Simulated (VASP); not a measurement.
# ZnSe (P4/nmm) in VASP: notebook, part 2 of 2

VASP 6.6.1.

## Step 3: Single point, PBE

This run uses another cell than the first one, of 24.58 Å³/atom.

INCAR

```
SYSTEM = ZnSe
ALGO     = Normal         ! electronic algorithm
EDIFF    = 1E-6           ! SCF threshold, eV
ENCUT    = 520            ! plane-wave cutoff, eV
GGA      = PE             ! functional
ISIF     = 2              ! what is computed and relaxed
ISMEAR   = -1             ! smearing method
LASPH    = .True.         ! aspherical terms in the spheres
LCHARG   = .False.        ! write CHGCAR
LREAL    = .False.        ! projectors in reciprocal space
LWAVE    = .False.        ! write WAVECAR
NBANDS   = 26             ! bands
NELM     = 100            ! most SCF steps
PREC     = Accurate       ! precision mode
SIGMA    = 0.05           ! smearing width, eV
```

KPOINTS

```
k-points
0
Gamma
  7 7 5
  0 0 0
```

POSCAR

```
ZnSe
1.0
    4.0521857081      0.0000000000      0.0000000000
    0.0000000000      4.0521857081      0.0000000000
    0.0000000000      0.0000000000      5.9883081862
Se Zn
2 2
Direct
    0.5000000000      0.0000000000      0.7537200000
    0.0000000000      0.5000000000      0.2462800000
    0.5000000000      0.5000000000      0.0000000000
    0.0000000000      0.0000000000      0.0000000000
```

Potentials or basis: VASP PAW PBE potentials, release 64 (Se, Zn).

Started as:

```bash
$ cat potpaw_PBE.64/Se/POTCAR potpaw_PBE.64/Zn/POTCAR > POTCAR
$ mpirun -np 1 vasp_std > vasp.out
```

It took 78 s on 1 thread of Intel Xeon 8259CL, shared host; peak memory 0.23 GiB.

Results (log left out):

```yaml
Free_energy: -11.4002 eV
Pressure: 2.3 GPa
Largest_force: 0.368 eV/Å
Band_gap_on_the_k_mesh: 2.01 eV
```

Forces in eV/Å, atoms in the order of the input:
```
Se   0.000  0.000 -0.368
Se   0.000  0.000  0.368
Zn   0.000  0.000  0.000
Zn   0.000  0.000  0.000
```

Stress tensor (GPa, compression positive):
```
2.36 0.00 0.00
0.00 2.36 0.00
0.00 0.00 2.17
```

Levels at points of the mesh, in eV from the valence-band top:
| k point | band 16 | band 17 | band 18 | band 19 | band 20 | band 21 |
| --- | --- | --- | --- | --- | --- | --- |
| (0.00, 0.00, 0.00) | -0.01 | 0.00 | 0.00 | 2.01 | 2.03 | 2.99 |

Caveat: an odd mesh through Γ misses points on the zone boundary, where band edges can lie.

## Step 4: Single point, PBE

This run uses another cell than the first one, of 25.09 Å³/atom.

INCAR

```
SYSTEM = ZnSe
  PREC = Accurate
  ENCUT = 520
  EDIFF = 1E-6
  ISMEAR = -1
  SIGMA = 0.05
  LREAL = .FALSE.
  LASPH = .TRUE.
  NELM = 80
  ALGO = Normal
  ISIF = 2
  LWAVE = .FALSE.
  LCHARG = .FALSE.
  GGA = PE
  NBANDS = 26
```

KPOINTS

```
Automatic mesh
0
G
  7 7 5
  0 0 0
```

POSCAR

```
ZnSe
1.0
    4.0801326995      0.0000000000      0.0000000000
    0.0000000000      4.0801326995      0.0000000000
    0.0000000000      0.0000000000      6.0296081684
Se Zn
2 2
Direct
    0.5000000000      0.0000000000      0.7537200000
    0.0000000000      0.5000000000      0.2462800000
    0.5000000000      0.5000000000      0.0000000000
    0.0000000000      0.0000000000      0.0000000000
```

Started as:

```bash
$ cat potpaw_PBE.64/Se/POTCAR potpaw_PBE.64/Zn/POTCAR > POTCAR
$ mpirun -np 1 vasp_std > vasp.out
```

Wall time 75 s (1 thread of Intel Xeon 8259CL, shared host); peak memory 0.23 GiB.

Results (log left out):

- Free energy: -11.4216 eV
- Pressure: 1.1 GPa
- Largest force: 0.151 eV/Å
- Band gap on the k mesh: 1.98 eV

Forces on the atoms (eV/Å):
```
Se   0.000  0.000 -0.151
Se   0.000  0.000  0.151
Zn   0.000  0.000  0.000
Zn   0.000  0.000  0.000
```

Levels at points of the mesh, in eV from the valence-band top:
| k point | band 16 | band 17 | band 18 | band 19 | band 20 | band 21 |
| --- | --- | --- | --- | --- | --- | --- |
| (0.00, 0.00, 0.00) | -0.01 | 0.00 | 0.00 | 1.98 | 2.00 | 3.02 |

Caveat: an odd mesh through Γ misses points on the zone boundary, where band edges can lie.

## Step 5: Single point, PBE

This run uses another cell than the first one, of 25.61 Å³/atom.

INCAR

```
ALGO = Normal
EDIFF = 1E-6
ENCUT = 520
GGA = PE
ISIF = 2
ISMEAR = -1
LASPH = T
LCHARG = F
LREAL = F
LWAVE = F
NBANDS = 26
NELM = 60
PREC = Accurate
SIGMA = 0.05
```

KPOINTS

```
k-points
0
Gamma
  7 7 5
```

POSCAR

```
ZnSe
1.0
    4.1077020000      0.0000000000      0.0000000000
    0.0000000000      4.1077020000      0.0000000000
    0.0000000000      0.0000000000      6.0703500000
Se Zn
2 2
Direct
    0.5000000000      0.0000000000      0.7537200000
    0.0000000000      0.5000000000      0.2462800000
    0.5000000000      0.5000000000      0.0000000000
    0.0000000000      0.0000000000      0.0000000000
```

Potentials or basis: VASP PAW PBE potentials, release 64 (Se, Zn).

Started as:

```bash
$ cat potpaw_PBE.64/Se/POTCAR potpaw_PBE.64/Zn/POTCAR > POTCAR
$ mpirun -np 1 vasp_std > vasp.out
```

OUTCAR:

```text
EDIFF = 1E-6
   ENCUT = 520
   GGA = PE
   ISIF = 2
   ISMEAR = -1
   LASPH = T
   LREAL = F
   NELM = 60
   PREC = Accurate

 ion  position               nearest neighbor table
   1  0.500  0.000  0.754-   3 2.54   4 2.54   3 2.54   4 2.54
   2  0.000  0.500  0.246-   3 2.54   4 2.54   4 2.54   3 2.54
   3  0.500  0.500  0.000-   1 2.54   2 2.54   1 2.54   2 2.54   4 2.90   4 2.90   4 2.90   4 2.90

   4  0.000  0.000  0.000-   1 2.54   2 2.54   2 2.54   1 2.54   3 2.90   3 2.90   3 2.90   3 2.90

  LATTYP: Found a simple tetragonal cell.
 ALAT       =     4.1077020000
 C/A-ratio  =     1.4777970749

  Lattice vectors:

 A1 = (   4.1077020000,   0.0000000000,   0.0000000000)
 A2 = (   0.0000000000,   4.1077020000,   0.0000000000)
 A3 = (   0.0000000000,   0.0000000000,   6.0703500000)

Analysis of symmetry for initial positions (statically):
=====================================================================
 Subroutine PRICEL returns:
 Original cell was already a primitive cell.

 Routine SETGRP: Setting up the symmetry group for a
[... 173 lines left out ...]

 E-fermi :   1.6099     XC(G=0):  -8.6606

 val. band max:        0.6329081680   @ k =   0.0000   0.0000   0.0000
 cond. band min:       2.5782522367   @ k =   0.0000   0.0000   0.0000
 fundamental gap:      1.9453440687
 Fermi energy:         1.6099140595

 k-point     1 :       0.0000    0.0000    0.0000
  band No.  band energies     occupation
      1     -12.2429      2.00000
      2     -11.3251      2.00000
      3      -6.0655      2.00000
      4      -6.0579      2.00000
      5      -5.9809      2.00000
      6      -5.9809      2.00000
[... 685 lines left out ...]
     25       9.0290      0.00000
     26       9.5109      0.00000

 [... further k-points ...]

------------------------ aborting loop because EDIFF is reached ----------------------------------------

  FORCE on cell =-STRESS in cart. coord.  units (eV):
  Direction    XX          YY          ZZ          XY          YZ          ZX
  --------------------------------------------------------------------------------------
  -------------------------------------------------------------------------------------
  Total       -0.0015486     -0.0015486      0.0193105      0.0000000      0.0000000      0.0000000
  in kB       -0.0242234     -0.0242234      0.3020600      0.0000000      0.0000000      0.0000000
  external PRESSURE =       0.0845377 kB  Pullay stress =       0.0000000 kB

 VOLUME and BASIS-vectors are now :
 -----------------------------------------------------------------------------
  energy-cutoff  :      520.00
  volume of cell :      102.43
      direct lattice vectors                 reciprocal lattice vectors
     4.107702000  0.000000000  0.000000000     0.243445118  0.000000000  0.000000000
     0.000000000  4.107702000  0.000000000     0.000000000  0.243445118  0.000000000
     0.000000000  0.000000000  6.070350000     0.000000000  0.000000000  0.164735147

 POSITION                                       TOTAL-FORCE (eV/Angst)
 -----------------------------------------------------------------------------------
      2.05385      0.00000      4.57534        -0.000000      0.000000      0.048878
      0.00000      2.05385      1.49501         0.000000      0.000000     -0.048878
      2.05385      2.05385      0.00000         0.000000     -0.000000      0.000000
      0.00000      0.00000      0.00000        -0.000000      0.000000      0.000000
 -----------------------------------------------------------------------------------
    total drift:                                0.000000     -0.000000     -0.000000

  FREE ENERGIE OF THE ION-ELECTRON SYSTEM (eV)
  ---------------------------------------------------
  free  energy   TOTEN  =       -11.4284752215 eV

  energy  without entropy=      -11.4284752212  energy(sigma->0) =      -11.42847522
```

It took 71 s on 1 thread of Intel Xeon 8259CL, shared host; peak memory 0.25 GiB.

Results:

```yaml
Free_energy: -11.4285 eV
Pressure: 0.0 GPa
Largest_force: 0.049 eV/Å
Band_gap_on_the_k_mesh: 1.95 eV
```

Forces in eV/Å, atoms in the order of the input:
```
Se   0.000  0.000  0.049
Se   0.000  0.000 -0.049
Zn   0.000  0.000  0.000
Zn   0.000  0.000  0.000
```

Caveat: an odd mesh through Γ misses points on the zone boundary, where band edges can lie.

## Step 6: Single point, PBE

This run uses another cell than the first one, of 26.12 Å³/atom.

INCAR

```
ALGO = Normal
EDIFF = 1E-6
ENCUT = 520
GGA = PE
ISIF = 2
ISMEAR = -1
LASPH = True
LCHARG = False
LREAL = False
LWAVE = False
NBANDS = 26
NELM = 80
PREC = Accurate
SIGMA = 0.05
```

KPOINTS is that of step 5.

POSCAR

```
ZnSe
1.0
    4.1349061173      0.0000000000      0.0000000000
    0.0000000000      4.1349061173      0.0000000000
    0.0000000000      0.0000000000      6.1105521650
Se Zn
2 2
Direct
    0.5000000000      0.0000000000      0.7537200000
    0.0000000000      0.5000000000      0.2462800000
    0.5000000000      0.5000000000      0.0000000000
    0.0000000000      0.0000000000      0.0000000000
```

Potentials or basis: VASP PAW PBE potentials, release 64 (Se, Zn).

Started as:

```bash
$ cat potpaw_PBE.64/Se/POTCAR potpaw_PBE.64/Zn/POTCAR > POTCAR
$ mpirun -np 1 vasp_std > vasp.out
```

It took 67 s on 1 thread of Intel Xeon 8259CL, shared host; peak memory 0.25 GiB.

It converged, with:

```
Free energy            : -11.4222 eV
Pressure               : -1.0 GPa
Largest force          : 0.234 eV/Å
Band gap on the k mesh : 1.91 eV
```

Forces in eV/Å, atoms in the order of the input:
```
Se   0.000  0.000  0.234
Se   0.000  0.000 -0.234
Zn   0.000  0.000  0.000
Zn   0.000  0.000  0.000
```

Stress tensor (GPa, compression positive):
```
-1.00  0.00  0.00
 0.00 -1.00  0.00
 0.00  0.00 -0.88
```

Levels at points of the mesh, in eV from the valence-band top:
```
           k point  band 15  band 16  band 17  band 18  band 19  band 20  band 21  band 22
(0.00, 0.00, 0.00)    -2.05    -0.01     0.00     0.00     1.91     1.93     3.09     5.78
```

Caveat: an odd mesh through Γ misses points on the zone boundary, where band edges can lie.

## Step 7: The runs side by side

| cell | gap on the mesh (eV) | pressure (GPa) | largest force (eV/Å) |
| --- | --- | --- | --- |
| a = 4.024, b = 4.024, c = 5.946 Å, 4 atoms | 2.03 | 3.6 | 0.60 |
| a = 4.052, b = 4.052, c = 5.988 Å, 4 atoms | 2.01 | 2.3 | 0.37 |
| a = 4.080, b = 4.080, c = 6.030 Å, 4 atoms | 1.98 | 1.1 | 0.15 |
| a = 4.108, b = 4.108, c = 6.070 Å, 4 atoms | 1.95 | 0.0 | 0.05 |
| a = 4.135, b = 4.135, c = 6.111 Å, 4 atoms | 1.91 | -1.0 | 0.23 |

Alike in all rows: task single point; level PBE; potentials or basis VASP PAW PBE potentials, release 64 (Se, Zn); no spin polarisation; k mesh 7 × 7 × 5; cutoff (eV) 520; smearing fermi-dirac 0.05 eV.

Caveats: an odd mesh through Γ misses points on the zone boundary, where band edges can lie; the cell stands under pressure (at least some runs).

Absolute energies hang on the potentials; compare differences alone.
